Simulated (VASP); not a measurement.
# BaH2 (P6_3/mmc) in VASP: notebook

The runs below take BaH2 through relaxation of shape and atoms at fixed volume, with PBEsol.

All numbers are computed with VASP 6.6.1; they aren't measurements. Logs are shortened: lines on timing, memory, paths and dates and some standing lists are left out, and cuts for length are marked.

## (1) The cell of the first run

The structure is hexagonal, space group P6_3/mmc (No. 194). Conventional cell: a = 4.456 Å, b = 4.456 Å, c = 5.949 Å, α = 90.00°, β = 90.00°, γ = 120.00°. Ba (site symmetry -6m2) has 11 H at 2.57 to 2.97 Å within 3.4 Å. H (site symmetry -6m2) has 5 Ba at 2.57 to 2.97 Å and 6 H at 2.97 Å within 3.4 Å. Within 3.9 Å of H (site symmetry -3m) lie 6 Ba at 2.97 Å and 8 H at 2.97 Å.

## (2) Relaxation of shape and atoms at fixed volume, PBEsol (17.05 Å³/atom)

File INCAR:

```
PREC = Accurate
ENCUT = 600
EDIFF = 1E-6
ISMEAR = 0
SIGMA = 0.02
LREAL = False
LASPH = True
NELM = 60
ALGO = Normal
ISIF = 4
LWAVE = False
LCHARG = False
GGA = PS
IBRION = 2
NSW = 50
EDIFFG = -0.01
```

File KPOINTS:

```
Automatic mesh
0
Gamma
  6 6 6
```

File POSCAR:

```
BaH2
1.0
    4.4559993505      0.0000000000      0.0000000000
   -2.2279996753      3.8590086368      0.0000000000
    0.0000000000      0.0000000000      5.9486641141
Ba H
2 4
Direct
    0.6666666667      0.3333333333      0.7500000000
    0.3333333333      0.6666666667      0.2500000000
    0.3333333333      0.6666666667      0.7500000000
    0.6666666667      0.3333333333      0.2500000000
    0.0000000000      0.0000000000      0.5000000000
    0.0000000000      0.0000000000      0.0000000000
```

Potentials or basis: VASP PAW PBE potentials, release 64 (Ba_sv, H).

The run is started by

```console
> cat potpaw_PBE.64/Ba_sv/POTCAR potpaw_PBE.64/H/POTCAR > POTCAR
> mpirun -np 1 vasp_std > vasp.out
```

OUTCAR:

```text
PREC = Accurate
   ENCUT = 600
   EDIFF = 1E-6
   ISMEAR = 0
   LREAL = False
   LASPH = True
   NELM = 60
   ISIF = 4
   GGA = PS
   IBRION = 2
   NSW = 50
   EDIFFG = -0.01

 ion  position               nearest neighbor table
   1  0.667  0.333  0.750-   3 2.57   3 2.57   3 2.57   2 3.93   2 3.93   2 3.93   2 3.93   2 3.93
                             2 3.93
   2  0.333  0.667  0.250-   4 2.57   4 2.57   4 2.57   1 3.93   1 3.93   1 3.93   1 3.93   1 3.93
                             1 3.93
   3  0.333  0.667  0.750-   1 2.57   1 2.57   1 2.57
   4  0.667  0.333  0.250-   2 2.57   2 2.57   2 2.57
   5  0.000  0.000  0.500-
   6  0.000  0.000  0.000-

  LATTYP: Found a hexagonal cell.
 ALAT       =     4.4559993505
 C/A-ratio  =     1.3349786762

  Lattice vectors:

 A1 = (   4.4559993505,   0.0000000000,   0.0000000000)
 A2 = (  -2.2279996753,   3.8590086368,   0.0000000000)
 A3 = (   0.0000000000,   0.0000000000,   5.9486641141)

Analysis of symmetry for initial positions (statically):
=====================================================================
 Subroutine PRICEL returns:
 Original cell was already a primitive cell.

 Routine SETGRP: Setting up the symmetry group for a
 hexagonal supercell.

 Subroutine GETGRP returns: Found 24 space group operations
 (whereof 12 operations were pure point group operations)
 out of a pool of 24 trial point group operations.

The static configuration has the point symmetry D_3d.
 The point group associated with its full space group is D_6h.

Analysis of symmetry for dynamics (positions and initial velocities):
=====================================================================
 Subroutine PRICEL returns:
 Original cell was already a primitive cell.

 Routine SETGRP: Setting up the symmetry group for a
 hexagonal supercell.

 Subroutine GETGRP returns: Found 24 space group operations
 (whereof 12 operations were pure point group operations)
 out of a pool of 24 trial point group operations.

The dynamic configuration has the point symmetry D_3d.
 The point group associated with its full space group is D_6h.

 Subroutine INISYM returns: Found 24 space group operations
 (whereof 12 operations are pure point group operations),
 and found     1 'primitive' translations

----------------------------------------------------------------------------------------

                                     Primitive cell

  volume of cell :     102.2917

  direct lattice vectors                    reciprocal lattice vectors
     4.455999350  0.000000000  0.000000000     0.224416550  0.129566955  0.000000000
    -2.227999675  3.859008637  0.000000000     0.000000000  0.259133911  0.000000000
     0.000000000  0.000000000  5.948664114     0.000000000  0.000000000  0.168104970

  length of vectors
     4.455999350  4.455999351  5.948664114     0.259133911  0.259133911  0.168104970

  position of ions in fractional coordinates (direct lattice)
     0.666666667  0.333333333  0.750000000
     0.333333333  0.666666667  0.250000000
     0.333333333  0.666666667  0.750000000
     0.666666667  0.333333333  0.250000000
     0.000000000  0.000000000  0.500000000
     0.000000000  0.000000000  0.000000000

  ion indices of the primitive-cell ions
   primitive index   ion index
                 1           1
                 2           2
                 3           3
                 4           4
                 5           5
                 6           6

----------------------------------------------------------------------------------------

 KPOINTS: Automatic mesh

Automatic generation of k-mesh.
 Grid dimensions read from file:
 generate k-points for:    6    6    6

 Generating k-lattice:

  Cartesian coordinates                     Fractional coordinates (reciprocal lattice)
     0.037402758  0.021594493  0.000000000     0.166666667  0.000000000  0.000000000
     0.000000000  0.043188985  0.000000000     0.000000000  0.166666667  0.000000000
     0.000000000  0.000000000  0.028017495     0.000000000  0.000000000  0.166666667

  Length of vectors
     0.043188985  0.043188985  0.028017495

  Shift w.r.t. Gamma in fractional coordinates (k-lattice)
     0.000000000  0.000000000  0.000000000

 Subroutine IBZKPT returns following result:
 ===========================================

 Found     28 irreducible k-points:

 Following reciprocal coordinates:
            Coordinates               Weight
  0.000000  0.000000  0.000000      1.000000
  0.166667  0.000000  0.000000      6.000000
  0.333333  0.000000  0.000000      6.000000
  0.500000  0.000000  0.000000      3.000000
  0.166667  0.166667  0.000000      6.000000
  0.333333  0.166667  0.000000     12.000000
[... 16 lines left out ...]
  0.166667  0.000000  0.500000      6.000000
  0.333333  0.000000  0.500000      6.000000
 [... further k-points ...]
   k-points           NKPTS =     28   k-points in BZ     NKDIM =     28   number of bands    NBANDS=     16
   number of dos      NEDOS =    301   number of ions     NIONS =      6
   total plane-waves  NPLWV =  62208
   dimension x,y,z NGX =    36 NGY =   36 NGZ =   48
   dimension x,y,z NGXF=    72 NGYF=   72 NGZF=   96
   ions per type =               2   4
   NGX,Y,Z   is equivalent  to a cutoff of  13.43, 13.43, 13.41 a.u.
   NGXF,Y,Z  is equivalent  to a cutoff of  26.86, 26.86, 26.83 a.u.
 SYSTEM =  unknown system
   PREC   = accura    normal or accurate (medium, high low for compatibility)
   ISTART =      0    job   : 0-new  1-cont  2-samecut
   ICHARG =      2    charge: 1-file 2-atom 10-const
   ISPIN  =      1    spin polarized calculation?
   LNONCOLLINEAR =      F non collinear calculations
   LSORBIT =      F    spin-orbit coupling
   LASPH  =      T    aspherical Exc in radial PAW
   ENCUT  =  600.0 eV  44.10 Ry    6.64 a.u.   8.90  8.90 11.88*2*pi/ulx,y,z
   NELM   =     60;   NELMIN=  2; NELMDL= -5     # of ELM steps
   EDIFF  = 0.1E-05   stopping-criterion for ELM
   LREAL  =      F    real-space projection
   EDIFFG = -.1E-01   stopping-criterion for IOM
   NSW    =     50    number of steps for IOM
   IBRION =      2    ionic relax: 0-MD 1-quasi-New 2-CG
   NFREE  =      1    steps in history (QN), initial steepest desc. (CG)
   ISIF   =      4    stress and relaxation
   ISYM   =      2    0-nonsym 1-usesym 2-fastsym
   POTIM  = 0.5000    time-step for ionic-motion
   TEBEG  =    0.0;   TEEND  =   0.0 temperature during run
   PSTRESS=    0.0 pullay stress
   NELECT =      24.0000    total number of electrons
   NUPDOWN=      -1.0000    fix difference up-down
   EMIN   =  10.00;   EMAX   =-10.00  energy-range for DOS
   EFERMI =   0.00;   METHOD = LEGACY
   ISMEAR =     0;   SIGMA  =   0.02  broadening in eV -4-tet -1-fermi 0-gaus
   EFERMI_NEDOS =   21; number of points for ismear=-14 and -15
   IALGO  =     38    algorithm
   IMIX   =      4    mixing-type and parameters
     AMIX     =   0.40;   BMIX     =  1.00
     AMIX_MAG =   1.60;   BMIX_MAG =  1.00
  volume/ion in A,a.u.               =      17.05       115.05
  Fermi-wavevector in a.u.,A,eV,Ry     =   1.009714  1.908083 13.871450  1.019523
  Thomas-Fermi vector in A             =   2.142659
   LORBIT       =      0    0 simple, 1 ext, 2 COOP (PROOUT), +10 PAW based schemes
   GGA     = PS    functional components
   LHFCALC =     F    Hartree Fock is set to
   AEXX    =    0.0000 exact exchange contribution
   IVDW    =     0    specifies the selected vdW correction
   LEPSILON=     F    determine dielectric tensor
   LRPA    =     F    only Hartree local field effects (RPA)
 conjugate gradient relaxation of ions
 non-spin polarized calculation
 Gauss-broadening in eV      SIGMA  =   0.02
  energy-cutoff  :      600.00
  volume of cell :      102.29
 maximum number of plane-waves:      3434
 NGX is ok and might be reduce to    36
   NGX = 17   NGY = 17   NGZ = 23

--------------------------------------- Ionic step        1  -------------------------------------------

 number of electron      23.9999999 magnetization

 Free energy of the ion-electron system (eV)
  ---------------------------------------------------
  ext. energy  EPLUGINS =         0.00000000
  ---------------------------------------------------
  free energy    TOTEN  =       -20.45306554 eV

  energy without entropy =      -20.45306554  energy(sigma->0) =      -20.45306554

------------------------ aborting loop because EDIFF is reached ----------------------------------------

  FORCE on cell =-STRESS in cart. coord.  units (eV):
  Direction    XX          YY          ZZ          XY          YZ          ZX
  --------------------------------------------------------------------------------------
  -------------------------------------------------------------------------------------
  Total       -0.8733925     -0.8733925     -0.6246413      0.0000000     -0.0000000     -0.0000000
  in kB      -13.6798000    -13.6798000     -9.7836513      0.0000000     -0.0000000     -0.0000000
  external PRESSURE =     -12.3810837 kB  Pullay stress =       0.0000000 kB
[... 65 lines left out ...]
  energy  without entropy=      -20.4533571282  energy(sigma->0) =      -20.45335713

--------------------------------------- Ionic step        3  -------------------------------------------

 number of electron      23.9999999 magnetization

 Free energy of the ion-electron system (eV)
  ---------------------------------------------------
  ext. energy  EPLUGINS =         0.00000000
  ---------------------------------------------------
  free energy    TOTEN  =       -20.45362859 eV

  energy without entropy =      -20.45362859  energy(sigma->0) =      -20.45362859

 E-fermi :   1.3064     XC(G=0):  -8.9213

 val. band max:        1.1404035863   @ k =   0.0000   0.0000   0.0000
 cond. band min:       2.6079357791   @ k =   0.3333   0.3333   0.5000
 fundamental gap:      1.4675321928
 Fermi energy:         1.3063614457

 k-point     1 :       0.0000    0.0000    0.0000
  band No.  band energies     occupation
      1     -25.9443      2.00000
      2     -25.7466      2.00000
      3     -11.8267      2.00000
      4     -10.9625      2.00000
      5     -10.9625      2.00000
      6     -10.6866      2.00000
[... 8 lines left out ...]
     15       4.8302      0.00000
     16       4.8494      0.00000
[... 420 lines left out ...]
  band No.  band energies     occupation
      1     -25.8200      2.00000
      2     -25.8200      2.00000
      3     -11.6207      2.00000
      4     -11.6207      2.00000
      5     -10.9029      2.00000
      6     -10.9029      2.00000
[... 8 lines left out ...]
     15       4.6660      0.00000
     16       4.6660      0.00000

 [... further k-points ...]

------------------------ aborting loop because EDIFF is reached ----------------------------------------

  FORCE on cell =-STRESS in cart. coord.  units (eV):
  Direction    XX          YY          ZZ          XY          YZ          ZX
  --------------------------------------------------------------------------------------
  -------------------------------------------------------------------------------------
  Total       -0.7851206     -0.7851206     -0.6962470      0.0000000      0.0000000     -0.0000000
  in kB      -12.2972113    -12.2972113    -10.9051984      0.0000000      0.0000000     -0.0000000
  external PRESSURE =     -11.8332070 kB  Pullay stress =       0.0000000 kB
[... 21 lines left out ...]
  FREE ENERGIE OF THE ION-ELECTRON SYSTEM (eV)
  ---------------------------------------------------
  free  energy   TOTEN  =       -20.4536285858 eV

  energy  without entropy=      -20.4536285858  energy(sigma->0) =      -20.45362859

 reached required accuracy - stopping structural energy minimisation
```

Run time: 2.4 min. Hardware: 1 thread of Oxide Virtual Turin-like, shared host; peak memory 0.23 GiB.

Results:

| Item | Value |
| --- | --- |
| Free energy | -20.4536 eV |
| Energy gained by relaxing | 0.1 meV/atom |
| Ionic steps | 3 |
| Pressure after relaxing | -1.2 GPa |
| Band gap on the k mesh | 1.47 eV (least direct gap 2.50 eV) |

Stress tensor (GPa, compression positive):
```
-1.23  0.00  0.00
 0.00 -1.23  0.00
 0.00  0.00 -1.09
```

The path:
| step | energy change (eV) | largest force (eV/Å) | pressure (GPa) | volume (Å³) |
| --- | --- | --- | --- | --- |
| 1 | 0.0000 | 0.0000 | -1.24 | 102.29 |
| 2 | -0.0003 | 0.0000 | -1.22 | 102.29 |
| 3 | -0.0006 | 0.0000 | -1.18 | 102.29 |

Final structure:
```yaml
crystal:
  lattice:
    - [4.44880, 0.00000, 0.00000]
    - [-2.22440, 3.85277, 0.00000]
    - [0.00000, 0.00000, 5.96794]
  atoms:
    - { symbol: Ba, position: [0.66667, 0.33333, 0.75000] }
    - { symbol: Ba, position: [0.33333, 0.66667, 0.25000] }
    - { symbol: H, position: [0.33333, 0.66667, 0.75000] }
    - { symbol: H, position: [0.66667, 0.33333, 0.25000] }
    - { symbol: H, position: [0.00000, 0.00000, 0.50000] }
    - { symbol: H, position: [0.00000, 0.00000, 0.00000] }
```

Caveat: the PAW data sets were made with another functional, which shifts forces and pressure a little; spin-orbit coupling is left out, which moves the levels of the heavy elements. A k mesh can miss the band edges.

## (3) Relaxation of shape and atoms at fixed volume, PBEsol (17.69 Å³/atom)

This run uses another cell than the first one, of 17.69 Å³/atom.

File INCAR:

```
SYSTEM = BaH2
PREC = Accurate
ENCUT = 600
EDIFF = 1E-6
ISMEAR = 0
SIGMA = 0.02
LREAL = .FALSE.
LASPH = .TRUE.
NELM = 100
ALGO = Normal
ISIF = 4
LWAVE = .FALSE.
LCHARG = .FALSE.
GGA = PS
IBRION = 2
NSW = 50
EDIFFG = -0.01
```

File KPOINTS:

```
Automatic mesh
0
G
  6 6 6
  0 0 0
```

Edit POSCAR of step 2 so:

```diff
@@ -2,5 +2,5 @@
 1.0
-    4.4559993505      0.0000000000      0.0000000000
-   -2.2279996753      3.8590086368      0.0000000000
-    0.0000000000      0.0000000000      5.9486641141
+    4.4972552553      0.0000000000      0.0000000000
+   -2.2486276277      3.8947372984      0.0000000000
+    0.0000000000      0.0000000000      6.0604019502
 Ba H
```

Potentials or basis: VASP PAW PBE potentials, release 64 (Ba_sv, H).

The run is started by

```console
> cat potpaw_PBE.64/Ba_sv/POTCAR potpaw_PBE.64/H/POTCAR > POTCAR
> mpirun -np 1 vasp_std > vasp.out
```

It took 3.6 min on 1 thread of Oxide Virtual Turin-like, shared host; peak memory 0.23 GiB.

It converged, with:

```yaml
Free_energy: -20.4139 eV
Energy_gained_by_relaxing: 0.2 meV/atom
Ionic_steps: 4
Pressure_after_relaxing: -2.1 GPa
Band_gap_on_the_k_mesh: 1.40 eV (least direct gap 2.55 eV)
```

Stress tensor (GPa, compression positive):
```
-2.07  0.00  0.00
 0.00 -2.07  0.00
 0.00  0.00 -2.20
```

Step by step:
```
step  energy change (eV)  largest force (eV/Å)  pressure (GPa)  volume (Å³)
   1              0.0000                0.0000           -2.28       106.15
   2             -0.0006                0.0000           -2.25       106.15
   3             -0.0012                0.0000           -2.21       106.15
   4             -0.0014                0.0000           -2.11       106.15
```

Final structure:
```xyz
6
Lattice="4.4730 0.0000 0.0000 -2.2365 3.8737 0.0000 0.0000 0.0000 6.1263" Properties=species:S:1:pos:R:3 pbc="T T T"
Ba    2.2365    1.2912    4.5948
Ba    0.0000    2.5825    1.5316
H     0.0000    2.5825    4.5948
H     2.2365    1.2912    1.5316
H     2.2365    3.8737    3.0632
H     2.2365    3.8737    0.0000
```

Levels at points of the mesh, in eV from the valence-band top:
```csv
k point,band 10,band 11,band 12,band 13,band 14,band 15
"(0.00, 0.00, 0.00)",-2.98,-0.61,0.00,2.68,2.68,3.68
"(0.50, 0.00, 0.00)",-2.30,-1.72,-1.65,2.46,3.62,3.71
"(0.00, 0.00, 0.50)",-3.35,-0.49,-0.49,2.54,2.54,2.54
"(0.50, 0.00, 0.50)",-2.33,-1.44,-1.44,2.22,2.22,3.79
```

Caveat: the PAW data sets were made with another functional, which shifts forces and pressure a little; spin-orbit coupling is left out, which moves the levels of the heavy elements. A k mesh can miss the band edges.
